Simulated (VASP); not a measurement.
# AgOs2 (P6_3/mmc) in VASP: a series of runs

Runs on AgOs2. Level: PBE. Tasks: single point, relaxation of cell and atoms.

Program: VASP 6.6.1. These are calculated values, not measurements. Logs are shortened: lines on timing, memory, paths and dates and some standing lists are left out, and cuts for length are marked.

### 1 The cell of the first run

It takes space group P6_3/mmc (No. 194, hexagonal). Conventional cell: a = 2.767 Å, b = 2.767 Å, c = 13.934 Å, α = 90.00°, β = 90.00°, γ = 120.00°. Within 3.6 Å of Ag (site symmetry -6m2) lie 6 Ag at 2.77 Å and 6 Os at 2.93 Å. Within 3.4 Å of Os (site symmetry 3m) lie 9 Os at 2.60 to 2.77 Å and 3 Ag at 2.93 Å.

### 2 Single point, PBE

Input file INCAR:

```
PREC = Accurate ; ENCUT = 520
EDIFF = 1E-7 ; ISMEAR = 0
SIGMA = 0.1 ; LREAL = False
LASPH = True ; NELM = 80
ALGO = Fast ; ISIF = 2
LWAVE = False ; LCHARG = True
GGA = PE ; LELF = True
LVHAR = True ; NBANDS = 36
```

Input file KPOINTS:

```
Automatic mesh
0
Gamma
  6 6 2
```

Input file POSCAR:

```
AgOs2
1.0
    2.7667528195      0.0000000000      0.0000000000
   -1.3833764097      2.3960782277      0.0000000000
    0.0000000000      0.0000000000     13.9344921756
Ag Os
2 4
Direct
    0.3333333333      0.6666666667      0.2500000000
    0.6666666667      0.3333333333      0.7500000000
    0.3333333333      0.6666666667      0.5735765668
    0.6666666667      0.3333333333      0.0735765668
    0.3333333333      0.6666666667      0.9264234332
    0.6666666667      0.3333333333      0.4264234332
```

Potentials or basis: VASP PAW PBE potentials, release 64 (Ag, Os).

Launch:

```bash
$ cat potpaw_PBE.64/Ag/POTCAR potpaw_PBE.64/Os/POTCAR > POTCAR
$ mpirun -np 1 vasp_std > vasp.out
```

OUTCAR:

```text
PREC = Accurate
   ENCUT = 520
   EDIFF = 1E-7
   ISMEAR = 0
   LREAL = False
   LASPH = True
   NELM = 80
   ISIF = 2
   GGA = PE

 ion  position               nearest neighbor table
   1  0.333  0.667  0.250-   4 2.93   6 2.93   4 2.93   6 2.93   4 2.93   6 2.93
   2  0.667  0.333  0.750-   3 2.93   5 2.93   3 2.93   5 2.93   3 2.93   5 2.93
   3  0.333  0.667  0.574-   6 2.60   6 2.60   6 2.60   2 2.93   2 2.93   2 2.93
   4  0.667  0.333  0.074-   5 2.60   5 2.60   5 2.60   1 2.93   1 2.93   1 2.93
   5  0.333  0.667  0.926-   4 2.60   4 2.60   4 2.60   2 2.93   2 2.93   2 2.93
   6  0.667  0.333  0.426-   3 2.60   3 2.60   3 2.60   1 2.93   1 2.93   1 2.93

  LATTYP: Found a hexagonal cell.
 ALAT       =     2.7667528195
 C/A-ratio  =     5.0364066054

  Lattice vectors:

 A1 = (   2.7667528195,   0.0000000000,   0.0000000000)
 A2 = (  -1.3833764097,   2.3960782277,   0.0000000000)
 A3 = (   0.0000000000,   0.0000000000,  13.9344921756)

Analysis of symmetry for initial positions (statically):
=====================================================================
 Subroutine PRICEL returns:
 Original cell was already a primitive cell.

 Routine SETGRP: Setting up the symmetry group for a
 hexagonal supercell.

 Subroutine GETGRP returns: Found 24 space group operations
 (whereof 12 operations were pure point group operations)
 out of a pool of 24 trial point group operations.

The static configuration has the point symmetry D_3d.
 The point group associated with its full space group is D_6h.

Analysis of symmetry for dynamics (positions and initial velocities):
=====================================================================
 Subroutine PRICEL returns:
 Original cell was already a primitive cell.

 Routine SETGRP: Setting up the symmetry group for a
 hexagonal supercell.

 Subroutine GETGRP returns: Found 24 space group operations
 (whereof 12 operations were pure point group operations)
 out of a pool of 24 trial point group operations.

The dynamic configuration has the point symmetry D_3d.
 The point group associated with its full space group is D_6h.

 Subroutine INISYM returns: Found 24 space group operations
 (whereof 12 operations are pure point group operations),
 and found     1 'primitive' translations

----------------------------------------------------------------------------------------

                                     Primitive cell

  volume of cell :      92.3767

  direct lattice vectors                    reciprocal lattice vectors
     2.766752820  0.000000000  0.000000000     0.361434528  0.208674322  0.000000000
    -1.383376410  2.396078228  0.000000000     0.000000000  0.417348644  0.000000000
     0.000000000  0.000000000 13.934492176     0.000000000  0.000000000  0.071764366

  length of vectors
     2.766752820  2.766752819 13.934492176     0.417348644  0.417348644  0.071764366

  position of ions in fractional coordinates (direct lattice)
     0.333333333  0.666666667  0.250000000
     0.666666667  0.333333333  0.750000000
     0.333333333  0.666666667  0.573576567
     0.666666667  0.333333333  0.073576567
     0.333333333  0.666666667  0.926423433
     0.666666667  0.333333333  0.426423433

  ion indices of the primitive-cell ions
   primitive index   ion index
                 1           1
                 2           2
                 3           3
                 4           4
                 5           5
                 6           6

----------------------------------------------------------------------------------------

 KPOINTS: Automatic mesh

Automatic generation of k-mesh.
 Grid dimensions read from file:
 generate k-points for:    6    6    2

 Generating k-lattice:

  Cartesian coordinates                     Fractional coordinates (reciprocal lattice)
     0.060239088  0.034779054  0.000000000     0.166666667  0.000000000  0.000000000
     0.000000000  0.069558107  0.000000000     0.000000000  0.166666667  0.000000000
     0.000000000  0.000000000  0.035882183     0.000000000  0.000000000  0.500000000

  Length of vectors
     0.069558107  0.069558107  0.035882183

  Shift w.r.t. Gamma in fractional coordinates (k-lattice)
     0.000000000  0.000000000  0.000000000

 Subroutine IBZKPT returns following result:
 ===========================================

 Found     14 irreducible k-points:

 Following reciprocal coordinates:
            Coordinates               Weight
  0.000000  0.000000  0.000000      1.000000
  0.166667  0.000000  0.000000      6.000000
  0.333333  0.000000  0.000000      6.000000
  0.500000  0.000000  0.000000      3.000000
  0.166667  0.166667  0.000000      6.000000
  0.333333  0.166667  0.000000     12.000000
  0.333333  0.333333  0.000000      2.000000
  0.000000  0.000000  0.500000      1.000000
  0.166667  0.000000  0.500000      6.000000
  0.333333  0.000000  0.500000      6.000000
  0.500000  0.000000  0.500000      3.000000
  0.166667  0.166667  0.500000      6.000000
  0.333333  0.166667  0.500000     12.000000
  0.333333  0.333333  0.500000      2.000000
   k-points           NKPTS =     14   k-points in BZ     NKDIM =     14   number of bands    NBANDS=     36
   number of dos      NEDOS =    301   number of ions     NIONS =      6
   total plane-waves  NPLWV =  62208
   dimension x,y,z NGX =    24 NGY =   24 NGZ =  108
   dimension x,y,z NGXF=    48 NGYF=   48 NGZF=  216
   ions per type =               2   4
   NGX,Y,Z   is equivalent  to a cutoff of  14.42, 14.42, 12.88 a.u.
   NGXF,Y,Z  is equivalent  to a cutoff of  28.84, 28.84, 25.77 a.u.
 SYSTEM =  unknown system
   PREC   = accura    normal or accurate (medium, high low for compatibility)
   ISTART =      0    job   : 0-new  1-cont  2-samecut
   ICHARG =      2    charge: 1-file 2-atom 10-const
   ISPIN  =      1    spin polarized calculation?
   LNONCOLLINEAR =      F non collinear calculations
   LSORBIT =      F    spin-orbit coupling
   LASPH  =      T    aspherical Exc in radial PAW
   ENCUT  =  520.0 eV  38.22 Ry    6.18 a.u.   5.14  5.14 25.91*2*pi/ulx,y,z
   NELM   =     80;   NELMIN=  2; NELMDL= -5     # of ELM steps
   EDIFF  = 0.1E-06   stopping-criterion for ELM
   LREAL  =      F    real-space projection
   EDIFFG = 0.1E-05   stopping-criterion for IOM
   NSW    =      0    number of steps for IOM
   IBRION =     -1    ionic relax: 0-MD 1-quasi-New 2-CG
   NFREE  =      0    steps in history (QN), initial steepest desc. (CG)
   ISIF   =      2    stress and relaxation
   ISYM   =      2    0-nonsym 1-usesym 2-fastsym
   POTIM  = 0.5000    time-step for ionic-motion
   TEBEG  =    0.0;   TEEND  =   0.0 temperature during run
   PSTRESS=    0.0 pullay stress
   NELECT =      54.0000    total number of electrons
   NUPDOWN=      -1.0000    fix difference up-down
   EMIN   =  10.00;   EMAX   =-10.00  energy-range for DOS
   EFERMI =   0.00;   METHOD = LEGACY
   ISMEAR =     0;   SIGMA  =   0.10  broadening in eV -4-tet -1-fermi 0-gaus
   EFERMI_NEDOS =   21; number of points for ismear=-14 and -15
   IALGO  =     68    algorithm
   IMIX   =      4    mixing-type and parameters
     AMIX     =   0.40;   BMIX     =  1.00
     AMIX_MAG =   1.60;   BMIX_MAG =  1.00
  volume/ion in A,a.u.               =      15.40       103.90
  Fermi-wavevector in a.u.,A,eV,Ry     =   1.368838  2.586728 25.493458  1.873716
  Thomas-Fermi vector in A             =   2.494766
   LORBIT       =      0    0 simple, 1 ext, 2 COOP (PROOUT), +10 PAW based schemes
   GGA     = PE    functional components
   LHFCALC =     F    Hartree Fock is set to
   AEXX    =    0.0000 exact exchange contribution
   IVDW    =     0    specifies the selected vdW correction
   LEPSILON=     F    determine dielectric tensor
   LRPA    =     F    only Hartree local field effects (RPA)
 non-spin polarized calculation
 RMM-DIIS sequential band-by-band and
 Gauss-broadening in eV      SIGMA  =   0.10
  energy-cutoff  :      520.00
  volume of cell :       92.38
 maximum number of plane-waves:      2503
 NGX is ok and might be reduce to    24
   NGX = 11   NGY = 11   NGZ = 51

 number of electron      54.0000003 magnetization

 Free energy of the ion-electron system (eV)
  ---------------------------------------------------
  ext. energy  EPLUGINS =         0.00000000
  ---------------------------------------------------
  free energy    TOTEN  =       -48.08701806 eV

  energy without entropy =      -48.04999381  energy(sigma->0) =      -48.06850594

 E-fermi :   8.5994     XC(G=0): -13.2513

 val. band max:        8.5698820495   @ k =   0.1667   0.0000   0.5000
 cond. band min:       8.6223861963   @ k =   0.1667   0.1667   0.0000
 fundamental gap:      0.0525041467
 Fermi energy:         8.5994084271

 k-point     1 :       0.0000    0.0000    0.0000
  band No.  band energies     occupation
      1      -1.1535      2.00000
      2      -0.7429      2.00000
      3       0.6833      2.00000
      4       1.2153      2.00000
      5       1.7453      2.00000
      6       1.9223      2.00000
[... 28 lines left out ...]
     35      10.1897      0.00000
     36      10.1897      0.00000

 k-point     2 :       0.1667    0.0000    0.0000
  band No.  band energies     occupation
      1      -0.1697      2.00000
      2       0.2095      2.00000
      3       1.5261      2.00000
      4       2.1555      2.00000
      5       2.3609      2.00000
      6       2.5649      2.00000
[... 28 lines left out ...]
     35      10.8006      0.00000
     36      12.6612      0.00000

 k-point     3 :       0.3333    0.0000    0.0000
  band No.  band energies     occupation
      1       1.5572      2.00000
      2       1.6263      2.00000
      3       2.0537      2.00000
      4       2.3783      2.00000
      5       2.4022      2.00000
      6       2.5090      2.00000
[... 28 lines left out ...]
     35      11.5486      0.00000
     36      14.7492      0.00000

 k-point     4 :       0.5000    0.0000    0.0000
  band No.  band energies     occupation
      1       1.6213      2.00000
      2       1.6781      2.00000
      3       1.9410      2.00000
      4       2.0127      2.00000
      5       2.1027      2.00000
      6       2.2084      2.00000
[... 28 lines left out ...]
     35      12.8028      0.00000
     36      13.4830      0.00000

 k-point     5 :       0.1667    0.1667    0.0000
  band No.  band energies     occupation
      1       1.4233      2.00000
      2       1.5788      2.00000
      3       2.5258      2.00000
      4       2.8902      2.00000
      5       3.0723      2.00000
      6       3.1667      2.00000
[... 265 lines left out ...]
 k-point    12 :       0.1667    0.1667    0.5000
  band No.  band energies     occupation
      1       1.4927      2.00000
      2       1.4927      2.00000
      3       2.7040      2.00000
      4       2.7040      2.00000
      5       3.1107      2.00000
      6       3.1107      2.00000
[... 28 lines left out ...]
     35      12.9002      0.00000
     36      12.9002      0.00000

 k-point    13 :       0.3333    0.1667    0.5000
  band No.  band energies     occupation
      1       2.3130      2.00000
      2       2.3130      2.00000
      3       2.4556      2.00000
      4       2.4556      2.00000
      5       2.7354      2.00000
      6       2.7354      2.00000
[... 28 lines left out ...]
     35      14.5920      0.00000
     36      14.5920      0.00000

 k-point    14 :       0.3333    0.3333    0.5000
  band No.  band energies     occupation
      1       2.7976      2.00000
      2       2.7976      2.00000
      3       3.0112      2.00000
      4       3.0112      2.00000
      5       3.3040      2.00000
      6       3.3040      2.00000
[... 28 lines left out ...]
     35      14.5298      0.00000
     36      14.5299      0.00000

------------------------ aborting loop because EDIFF is reached ----------------------------------------

  FORCE on cell =-STRESS in cart. coord.  units (eV):
  Direction    XX          YY          ZZ          XY          YZ          ZX
  --------------------------------------------------------------------------------------
  -------------------------------------------------------------------------------------
  Total       -0.1624670     -0.1624670     -0.1149806     -0.0000000     -0.0000000      0.0000000
  in kB       -2.8178199     -2.8178199     -1.9942173     -0.0000000     -0.0000000      0.0000000
  external PRESSURE =      -2.5432857 kB  Pullay stress =       0.0000000 kB

 VOLUME and BASIS-vectors are now :
 -----------------------------------------------------------------------------
  energy-cutoff  :      520.00
  volume of cell :       92.38
      direct lattice vectors                 reciprocal lattice vectors
     2.766752820  0.000000000  0.000000000     0.361434528  0.208674322  0.000000000
    -1.383376410  2.396078228  0.000000000     0.000000000  0.417348644  0.000000000
     0.000000000  0.000000000 13.934492176     0.000000000  0.000000000  0.071764366

 POSITION                                       TOTAL-FORCE (eV/Angst)
 -----------------------------------------------------------------------------------
     -0.00000      1.59739      3.48362         0.000000      0.000000      0.000000
      1.38338      0.79869     10.45087        -0.000000     -0.000000      0.000000
     -0.00000      1.59739      7.99250         0.000000      0.000000     -0.000059
      1.38338      0.79869      1.02525         0.000000     -0.000000     -0.000059
     -0.00000      1.59739     12.90924         0.000000      0.000000      0.000059
      1.38338      0.79869      5.94199        -0.000000     -0.000000      0.000059
 -----------------------------------------------------------------------------------
    total drift:                                0.000000     -0.000000      0.000000

  FREE ENERGIE OF THE ION-ELECTRON SYSTEM (eV)
  ---------------------------------------------------
  free  energy   TOTEN  =       -48.0870180629 eV

  energy  without entropy=      -48.0499938124  energy(sigma->0) =      -48.06850594
```

Wall time 2.9 min (1 thread of Intel Xeon 8259CL, shared host); peak memory 0.25 GiB.

What came out:

- Free energy: -48.0870 eV
- Pressure: -0.3 GPa
- Band gap on the k mesh: zero (bands 27 and 28 overlap by 3.12 eV)

Levels at points of the mesh, in eV from the Fermi level:
```csv
k point,band 22,band 23,band 24,band 25,band 26,band 27,band 28,band 29,band 30,band 31
"(0.00, 0.00, 0.00)",-2.63,-2.59,-2.59,-2.58,-2.58,-1.91,-0.31,-0.16,-0.16,-0.06
"(0.50, 0.00, 0.00)",-1.29,-0.46,0.04,0.79,1.07,1.39,1.48,1.73,2.12,2.12
"(0.00, 0.00, 0.50)",-2.74,-2.58,-2.58,-2.58,-2.58,-1.17,-1.17,-0.11,-0.11,-0.11
"(0.50, 0.00, 0.50)",-1.23,-0.75,-0.75,1.24,1.24,1.25,1.25,2.12,2.12,2.56
```

Caveat: the k points lie up to 0.44 Å⁻¹ apart, too coarse for converged energies and pressures of a metal; spin-orbit coupling is left out, which moves the levels of the heavy elements.

### 3 Relaxation of cell and atoms, PBE

This run uses another cell than the first one, of 14.46 Å³/atom.

Input file INCAR:

```
SYSTEM = AgOs2
ALGO     = Normal         ! electronic algorithm
EDIFF    = 1E-7           ! SCF threshold, eV
EDIFFG   = -0.04          ! ionic threshold
ENCUT    = 600            ! plane-wave cutoff, eV
GGA      = PE             ! functional
IBRION   = 2              ! ionic algorithm
ISIF     = 3              ! what is computed and relaxed
ISMEAR   = 0              ! smearing method
LASPH    = .True.         ! aspherical terms in the spheres
LCHARG   = .False.        ! write CHGCAR
LREAL    = .False.        ! projectors in reciprocal space
LWAVE    = .False.        ! write WAVECAR
NELM     = 100            ! most SCF steps
NSW      = 90             ! ionic steps
PREC     = Accurate       ! precision mode
SIGMA    = 0.1            ! smearing width, eV
```

Input file KPOINTS:

```
k-points
0
Gamma
  6 6 2
  0 0 0
```

Input file POSCAR:

```
AgOs2
1.0
    2.9530890479      0.0000000000      0.0000000000
   -1.4765445239      2.5574501351      0.0000000000
    0.0000000000      0.0000000000     11.4863054247
Ag Os
2 4
Direct
    0.3333333333      0.6666666667      0.2500000000
    0.6666666667      0.3333333333      0.7500000000
    0.3333333333      0.6666666667      0.6275000000
    0.6666666667      0.3333333333      0.1275000000
    0.3333333333      0.6666666667      0.8725000000
    0.6666666667      0.3333333333      0.3725000000
```

Potentials or basis: VASP PAW PBE potentials, release 64 (Ag, Os).

Launch:

```bash
$ cat potpaw_PBE.64/Ag/POTCAR potpaw_PBE.64/Os/POTCAR > POTCAR
$ mpirun -np 1 vasp_std > vasp.out
```

Run time: 34 min. Hardware: 1 thread of Intel Xeon 8259CL, shared host; peak memory 0.27 GiB.

The run converged. Its results:

```yaml
Free_energy: -48.0828 eV
Relaxed_volume: 15.37 Å³/atom
Relaxed_cell: a = 2.766 Å, b = 2.766 Å, c = 13.918 Å, α = 90.00°, β = 90.00°, γ = 120.00°
Space_group_after_relaxing_to_0.1_Å: P6_3/mmc (No. 194)
Pressure_after_relaxing: 0.1 GPa
Largest_force_after_relaxing: 0.014 eV/Å
```

Forces on the atoms (eV/Å):
```
Ag   0.000  0.000  0.000
Ag   0.000  0.000  0.000
Os   0.000  0.000 -0.014
Os   0.000  0.000 -0.014
Os   0.000  0.000  0.014
Os   0.000  0.000  0.014
```

Stress tensor (GPa, compression positive):
```
0.02 0.00 0.00
0.00 0.02 0.00
0.00 0.00 0.19
```

Final structure:
```
Ag Os
1.0
     2.76639    0.00000    0.00000
    -1.38320    2.39577    0.00000
     0.00000    0.00000   13.91753
Ag Os
2 4
Direct
  0.33333 0.66667 0.25000
  0.66667 0.33333 0.75000
  0.33333 0.66667 0.57368
  0.66667 0.33333 0.07368
  0.33333 0.66667 0.92632
  0.66667 0.33333 0.42632
```

Levels at points of the mesh, in eV from the Fermi level:
```tsv
k point	band 24	band 25	band 26	band 27	band 28	band 29
(0.00, 0.00, 0.00)	-2.59	-2.58	-2.58	-1.91	-0.31	-0.16
(0.50, 0.00, 0.00)	0.04	0.78	1.07	1.40	1.48	1.74
(0.00, 0.00, 0.50)	-2.58	-2.58	-2.58	-1.17	-1.17	-0.11
(0.50, 0.00, 0.50)	-0.75	1.24	1.24	1.25	1.25	2.12
```

Caveat: the k points lie up to 0.44 Å⁻¹ apart in the final cell; the highest band is partly filled, so the run has too few bands; a cell axis changed by over 15 % at a fixed basis, so the end point is rough; spin-orbit coupling is left out, which moves the levels of the heavy elements.

The gap in the log of VASP goes by the Fermi energy; the results here count the filled bands.